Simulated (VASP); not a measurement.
# Tl (P6_3/mmc) in VASP: single point with PBE+D3(BJ)

Aim: the single point of Tl with PBE+D3(BJ).

Program: VASP 6.6.1. These are calculated values, not measurements. Logs are shortened: lines on timing, memory, paths and dates and some standing lists are left out, and cuts for length are marked.

**1. The cell of the first run**

Symmetry: P6_3/mmc, No. 194, hexagonal system. Conventional cell: a = 3.456 Å, b = 3.456 Å, c = 11.350 Å, α = 90.00°, β = 90.00°, γ = 120.00°. Within 4.5 Å of Tl (site symmetry -3m) lie 12 Tl at 3.46 to 3.47 Å. Tl (site symmetry -6m2) has 12 Tl at 3.46 to 3.47 Å within 4.5 Å.

**2. Single point, PBE+D3(BJ)**

Input file POSCAR:

```
Tl
1.0
    3.4563067355      0.0000000000      0.0000000000
   -1.7281533678      2.9932494362      0.0000000000
    0.0000000000      0.0000000000     11.3499824215
Tl
4
Direct
    0.0000000000      0.0000000000      0.0000000000
    0.3333333333      0.6666666667      0.2500000000
    0.0000000000      0.0000000000      0.5000000000
    0.6666666667      0.3333333333      0.7500000000
```

Input file INCAR.step1:

```
SYSTEM = Tl
  PREC = Accurate
  ENCUT = 520
  EDIFF = 1E-6
  ISMEAR = 0
  SIGMA = 0.1
  LREAL = .False.
  LASPH = .True.
  NELM = 100
  ALGO = Normal
  ISIF = 2
  LWAVE = .False.
  LCHARG = .True.
  GGA = PE
  IVDW = 12
  NBANDS = 34
```

Input file KPOINTS.step1:

```
Automatic mesh
0
Gamma
  15 15 4
  0 0 0
```

Input file INCAR.step2:

```
SYSTEM = Tl
  PREC = Accurate
  ENCUT = 520
  EDIFF = 1E-6
  ISMEAR = -5
  SIGMA = 0.1
  LREAL = .False.
  LASPH = .True.
  NELM = 100
  ALGO = Normal
  ISIF = 2
  LWAVE = .False.
  LCHARG = .False.
  GGA = PE
  IVDW = 12
  LORBIT = 10
  NEDOS = 1001
  ICHARG = 11
```

Input file KPOINTS.step2:

```
Automatic mesh
0
Gamma
  23 23 6
  0 0 0
```

Potentials or basis: VASP PAW PBE potentials, release 64 (Tl_d).

The run is started by

```bash
cat potpaw_PBE.64/Tl_d/POTCAR > POTCAR
cp INCAR.step1 INCAR
cp KPOINTS.step1 KPOINTS
mpirun -np 1 vasp_std > vasp.out
cp INCAR.step2 INCAR
cp KPOINTS.step2 KPOINTS
mpirun -np 1 vasp_std > vasp.out
```

OUTCAR:

```text
SYSTEM = Tl
   PREC = Accurate
   ENCUT = 520
   EDIFF = 1E-6
   ISMEAR = -5
   LREAL = .False.
   LASPH = .True.
   NELM = 100
   ISIF = 2
   GGA = PE
   IVDW = 12
   LORBIT = 10
   ICHARG = 11
 IVDW          = 12

 ion  position               nearest neighbor table
   1  0.000  0.000  0.000-   2 3.47   4 3.47   4 3.47   2 3.47   4 3.47   2 3.47
   2  0.333  0.667  0.250-   1 3.47   3 3.47   1 3.47   3 3.47   1 3.47   3 3.47
   3  0.000  0.000  0.500-   2 3.47   4 3.47   4 3.47   2 3.47   4 3.47   2 3.47
   4  0.667  0.333  0.750-   1 3.47   3 3.47   1 3.47   3 3.47   1 3.47   3 3.47

  LATTYP: Found a hexagonal cell.
 ALAT       =     3.4563067355
 C/A-ratio  =     3.2838469760

  Lattice vectors:

 A1 = (   3.4563067355,   0.0000000000,   0.0000000000)
 A2 = (  -1.7281533678,   2.9932494362,   0.0000000000)
 A3 = (   0.0000000000,   0.0000000000,  11.3499824215)

Analysis of symmetry for initial positions (statically):
=====================================================================
 Subroutine PRICEL returns:
 Original cell was already a primitive cell.

 Routine SETGRP: Setting up the symmetry group for a
 hexagonal supercell.

 Subroutine GETGRP returns: Found 24 space group operations
 (whereof 12 operations were pure point group operations)
 out of a pool of 24 trial point group operations.

The static configuration has the point symmetry D_3d.
 The point group associated with its full space group is D_6h.

Analysis of symmetry for dynamics (positions and initial velocities):
=====================================================================
 Subroutine PRICEL returns:
 Original cell was already a primitive cell.

 Routine SETGRP: Setting up the symmetry group for a
 hexagonal supercell.

 Subroutine GETGRP returns: Found 24 space group operations
 (whereof 12 operations were pure point group operations)
 out of a pool of 24 trial point group operations.

The dynamic configuration has the point symmetry D_3d.
 The point group associated with its full space group is D_6h.

 Subroutine INISYM returns: Found 24 space group operations
 (whereof 12 operations are pure point group operations),
 and found     1 'primitive' translations

----------------------------------------------------------------------------------------

                                     Primitive cell

  volume of cell :     117.4222

  direct lattice vectors                    reciprocal lattice vectors
     3.456306736  0.000000000  0.000000000     0.289326173  0.167042544  0.000000000
    -1.728153368  2.993249436  0.000000000     0.000000000  0.334085088  0.000000000
     0.000000000  0.000000000 11.349982422     0.000000000  0.000000000  0.088105863

  length of vectors
     3.456306736  3.456306736 11.349982422     0.334085088  0.334085088  0.088105863

  position of ions in fractional coordinates (direct lattice)
     0.000000000  0.000000000  0.000000000
     0.333333333  0.666666667  0.250000000
     0.000000000  0.000000000  0.500000000
     0.666666667  0.333333333  0.750000000

  ion indices of the primitive-cell ions
   primitive index   ion index
                 1           1
                 2           2
                 3           3
                 4           4

----------------------------------------------------------------------------------------

 KPOINTS: Automatic mesh

Automatic generation of k-mesh.
 Grid dimensions read from file:
 generate k-points for:   23   23    6

 Generating k-lattice:

  Cartesian coordinates                     Fractional coordinates (reciprocal lattice)
     0.012579399  0.007262719  0.000000000     0.043478261  0.000000000  0.000000000
     0.000000000  0.014525439  0.000000000     0.000000000  0.043478261  0.000000000
     0.000000000  0.000000000  0.014684311     0.000000000  0.000000000  0.166666667

  Length of vectors
     0.014525439  0.014525439  0.014684311

  Shift w.r.t. Gamma in fractional coordinates (k-lattice)
     0.000000000  0.000000000  0.000000000

 TETIRR: Found   3243 inequivalent tetrahedra from    19044

 Subroutine IBZKPT returns following result:
 ===========================================

 Found    224 irreducible k-points:

 Following reciprocal coordinates:
            Coordinates               Weight
  0.000000  0.000000  0.000000      1.000000
  0.043478  0.000000  0.000000      6.000000
  0.086957  0.000000  0.000000      6.000000
  0.130435 -0.000000  0.000000      6.000000
  0.173913 -0.000000  0.000000      6.000000
  0.217391  0.000000  0.000000      6.000000
[... 16 lines left out ...]
  0.478261  0.043478  0.000000      6.000000
  0.086957  0.086957  0.000000      6.000000
 [... further k-points ...]
   k-points           NKPTS =    224   k-points in BZ     NKDIM =    224   number of bands    NBANDS=     31
   number of dos      NEDOS =   1001   number of ions     NIONS =      4
   total plane-waves  NPLWV =  65856
   dimension x,y,z NGX =    28 NGY =   28 NGZ =   84
   dimension x,y,z NGXF=    56 NGYF=   56 NGZF=  168
   ions per type =               4
   NGX,Y,Z   is equivalent  to a cutoff of  13.47, 13.47, 12.30 a.u.
   NGXF,Y,Z  is equivalent  to a cutoff of  26.94, 26.94, 24.61 a.u.
 SYSTEM =  Tl
   PREC   = accura    normal or accurate (medium, high low for compatibility)
   ISTART =      0    job   : 0-new  1-cont  2-samecut
   ICHARG =     11    charge: 1-file 2-atom 10-const
   ISPIN  =      1    spin polarized calculation?
   LNONCOLLINEAR =      F non collinear calculations
   LSORBIT =      F    spin-orbit coupling
   LASPH  =      T    aspherical Exc in radial PAW
   ENCUT  =  520.0 eV  38.22 Ry    6.18 a.u.   6.43  6.43 21.10*2*pi/ulx,y,z
   NELM   =    100;   NELMIN=  2; NELMDL=  0     # of ELM steps
   EDIFF  = 0.1E-05   stopping-criterion for ELM
   LREAL  =      F    real-space projection
   EDIFFG = 0.1E-04   stopping-criterion for IOM
   NSW    =      0    number of steps for IOM
   IBRION =     -1    ionic relax: 0-MD 1-quasi-New 2-CG
   NFREE  =      0    steps in history (QN), initial steepest desc. (CG)
   ISIF   =      2    stress and relaxation
   ISYM   =      2    0-nonsym 1-usesym 2-fastsym
   POTIM  = 0.5000    time-step for ionic-motion
   TEBEG  =    0.0;   TEEND  =   0.0 temperature during run
   PSTRESS=    0.0 pullay stress
   NELECT =      52.0000    total number of electrons
   NUPDOWN=      -1.0000    fix difference up-down
   EMIN   =  10.00;   EMAX   =-10.00  energy-range for DOS
   EFERMI =   0.00;   METHOD = LEGACY
   ISMEAR =    -5;   SIGMA  =   0.10  broadening in eV -4-tet -1-fermi 0-gaus
   EFERMI_NEDOS =   21; number of points for ismear=-14 and -15
   IALGO  =     38    algorithm
   IMIX   =      4    mixing-type and parameters
     AMIX     =   0.40;   BMIX     =  1.00
     AMIX_MAG =   1.60;   BMIX_MAG =  1.00
  volume/ion in A,a.u.               =      29.36       198.10
  Fermi-wavevector in a.u.,A,eV,Ry     =   1.247841  2.358077 21.185720  1.557106
  Thomas-Fermi vector in A             =   2.381955
   LORBIT       =     10    0 simple, 1 ext, 2 COOP (PROOUT), +10 PAW based schemes
   GGA     = PE    functional components
   LHFCALC =     F    Hartree Fock is set to
   AEXX    =    0.0000 exact exchange contribution
   IVDW    =    12    specifies the selected vdW correction
   LEPSILON=     F    determine dielectric tensor
   LRPA    =     F    only Hartree local field effects (RPA)
 non-spin polarized calculation
 Fermi weights with tetrahedron method with Bloechl corrections
  energy-cutoff  :      520.00
  volume of cell :      117.42
 maximum number of plane-waves:      3200
 NGX is ok and might be reduce to    28

 number of electron      52.0000003 magnetization

 Free energy of the ion-electron system (eV)
  ---------------------------------------------------
  ext. energy  EPLUGINS =         0.00000000
  ---------------------------------------------------
  free energy    TOTEN  =        -8.79552934 eV

  energy without entropy =       -8.79552934  energy(sigma->0) =       -8.79552934

 E-fermi :   6.2785     XC(G=0): -10.0617

 val. band max:        6.4311214204   @ k =   0.2174   0.2174   0.0000
 cond. band min:       6.1383705111   @ k =   0.1739  -0.0000   0.5000
 fundamental gap:     -0.2927509093
 Fermi energy:         6.2784614516

 k-point     1 :       0.0000    0.0000    0.0000
  band No.  band energies     occupation
      1      -5.4612      2.00000
      2      -5.3600      2.00000
      3      -5.3448      2.00000
      4      -5.2814      2.00000
      5      -5.2761      2.00000
      6      -5.2761      2.00000
[... 23 lines left out ...]
     30      15.3339      0.00000
     31      15.3442      0.00000

 k-point     2 :       0.0435    0.0000    0.0000
  band No.  band energies     occupation
      1      -5.4537      2.00000
      2      -5.3548      2.00000
      3      -5.3428      2.00000
      4      -5.2791      2.00000
      5      -5.2782      2.00000
      6      -5.2696      2.00000
[... 23 lines left out ...]
     30      14.8800      0.00000
     31      14.9098      0.00000

 k-point     3 :       0.0870    0.0000    0.0000
  band No.  band energies     occupation
      1      -5.4342      2.00000
      2      -5.3430      2.00000
      3      -5.3407      2.00000
      4      -5.2821      2.00000
      5      -5.2742      2.00000
      6      -5.2688      2.00000
[... 703 lines left out ...]
     30       9.1081      0.00000
     31      10.1026      0.00000

 k-point    24 :       0.0870    0.0870    0.0000
  band No.  band energies     occupation
      1      -5.3950      2.00000
      2      -5.3484      2.00000
      3      -5.3230      2.00000
      4      -5.2985      2.00000
      5      -5.2876      2.00000
      6      -5.2686      2.00000
[... 23 lines left out ...]
     30      12.4934      0.00000
     31      12.8688      0.00000

 [... further k-points ...]

------------------------ aborting loop because EDIFF is reached ----------------------------------------

 Edisp (eV)   -1.33429

 E8    (eV) :    -0.6976

  FORCE on cell =-STRESS in cart. coord.  units (eV):
  Direction    XX          YY          ZZ          XY          YZ          ZX
  --------------------------------------------------------------------------------------
  -------------------------------------------------------------------------------------
  Total       0.04258     0.04258    -0.24664    -0.00000    -0.00000     0.00000
  in kB       0.58097     0.58097    -3.36526    -0.00000    -0.00000     0.00000
  external pressure =       -0.73 kB  Pullay stress =        0.00 kB

 VOLUME and BASIS-vectors are now :
 -----------------------------------------------------------------------------
  energy-cutoff  :      520.00
  volume of cell :      117.42
      direct lattice vectors                 reciprocal lattice vectors
     3.456306736  0.000000000  0.000000000     0.289326173  0.167042544  0.000000000
    -1.728153368  2.993249436  0.000000000     0.000000000  0.334085088  0.000000000
     0.000000000  0.000000000 11.349982422     0.000000000  0.000000000  0.088105863

 POSITION                                       TOTAL-FORCE (eV/Angst)
 -----------------------------------------------------------------------------------
      0.00000      0.00000      0.00000        -0.000000     -0.000000     -0.000000
     -0.00000      1.99550      2.83750         0.000000      0.000000      0.000000
      0.00000      0.00000      5.67499        -0.000000     -0.000000     -0.000000
      1.72815      0.99775      8.51249        -0.000000     -0.000000      0.000000
 -----------------------------------------------------------------------------------
    total drift:                               -0.000000      0.000000     -0.000000

  FREE ENERGIE OF THE ION-ELECTRON SYSTEM (eV)
  ---------------------------------------------------
  free  energy   TOTEN  =       -10.1298172001 eV

  energy  without entropy=      -10.1298172001  energy(sigma->0) =      -10.12981720

 total charge

# of ion       s       p       d       tot
------------------------------------------
    1        1.186   0.380   9.639  11.205
    2        1.176   0.388   9.639  11.203
    3        1.186   0.380   9.639  11.205
    4        1.176   0.388   9.639  11.203
--------------------------------------------------
tot          4.725   1.536  38.556  44.817
```

Wall time 5 min (1 thread of Intel Xeon 6975P-C (Granite Rapids), shared host); peak memory 0.67 GiB.

Results:

- Valence electrons inside the program's atomic spheres: Tl 11.21, 11.20 (each value once)
- Dispersion energy per atom: -0.334 eV

Levels at points of the mesh, in eV from the Fermi level:
| k point | band 24 | band 25 | band 26 | band 27 | band 28 | band 29 |
| --- | --- | --- | --- | --- | --- | --- |
| (0.00, 0.00, 0.00) | -5.36 | -2.79 | 2.91 | 2.93 | 8.14 | 8.14 |
| (0.00, 0.00, 0.50) | -6.84 | -0.66 | -0.66 | 7.00 | 7.00 | 8.40 |

Caveat: spin-orbit coupling is left out, which moves the levels of the heavy elements; tetrahedron occupations give inexact forces and stress in metals.
